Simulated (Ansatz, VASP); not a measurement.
Si: VASP beside Ansatz

The input INCAR:

```
SYSTEM = Si
ALGO = Fast ; EDIFF = 1E-6
ENCUT = 520 ; GGA = CA
ISIF = 2 ; ISMEAR = 0
LASPH = .TRUE. ; LCHARG = .TRUE.
LELF = .TRUE. ; LREAL = .FALSE.
LVHAR = .TRUE. ; LWAVE = .FALSE.
NBANDS = 16 ; NELM = 80
PREC = Accurate ; SIGMA = 0.03
```

Contents of KPOINTS:

```
k-points
0
G
  10 10 10
  0 0 0
```

POSCAR

```
Si
1.0
   -3.3010168807      3.3010168807      1.9082539665
    3.3010168807     -3.3010168807      1.9082539665
    3.3010168807      3.3010168807     -1.9082539665
Si
4
Direct
    0.1570655207      0.1631242597      0.3516321361
    0.8308170012      0.8368757403      0.6362503857
    0.1849041767      0.8211545624      0.0060587391
    0.8272133015      0.1788454376      0.0060587391
```

Input for Ansatz:

```yaml
crystal:
  lattice:
    - [-3.3010168807, 3.3010168807, 1.9082539665]
    - [3.3010168807, -3.3010168807, 1.9082539665]
    - [3.3010168807, 3.3010168807, -1.9082539665]
  atoms:
    - { symbol: Si, position: [0.1570655207, 0.1631242597, 0.3516321361] }
    - { symbol: Si, position: [0.8308170012, 0.8368757403, 0.6362503857] }
    - { symbol: Si, position: [0.1849041767, 0.8211545624, 0.0060587391] }
    - { symbol: Si, position: [0.8272133015, 0.1788454376, 0.0060587391] }
basis:
  ecutwfc: 420
kpoints:
  mp_grid: { grid: [10, 10, 10] }
hamiltonian:
  xc: lda
  pseudopotentials: { kind: paw, azcp: { folder: soft_1 } }
scf:
  occupations: { method: gaussian, width: 0.03 }
output:
  forces: true
  stress: true
  eigenvalues: true
  write_density: true
  write_potential: true
  elf: true
  volumetric_format: npy
```

Change from the starting cell: mode 7 frozen in at -0.040 Å and mode 10 at -0.060 Å (largest displacements).

Alike in both runs: task single point; functional LDA; k mesh 10 × 10 × 10; occupations gaussian, width 0.03 eV; no spin polarisation.

|  | VASP | Ansatz |
| --- | --- | --- |
| version | VASP 6.6.1 | Ansatz 0.2.0 |
| potentials or method | VASP PAW LDA potentials, release 64 (Si), cutoff 520 eV | scalar-relativistic, plane waves, PAW |
| valence electrons in the cell | 16 | 16 |

|  | VASP | Ansatz | Ansatz less VASP |
| --- | --- | --- | --- |
| gap on the k mesh at the Fermi level (eV) | none | none | - |
| pressure (GPa) | 0.6 | 0.6 | -0.05 |
| traceless stress, the component that is largest in VASP (GPa) | -1.80 | -1.80 | +0.003 |
| rms of the force components (eV/Å) | 0.738 | 0.738 | +0.0001 |

Ansatz warns that its potentials were made for another functional, while VASP's fit it. LDA's correlation is that of Perdew and Zunger in VASP and of Perdew and Wang (1992) in Ansatz. Atom by atom the forces differ by 0.002 eV/Å (rms over components). A gap of «none» marks a metal or a gap that the smearing closes.
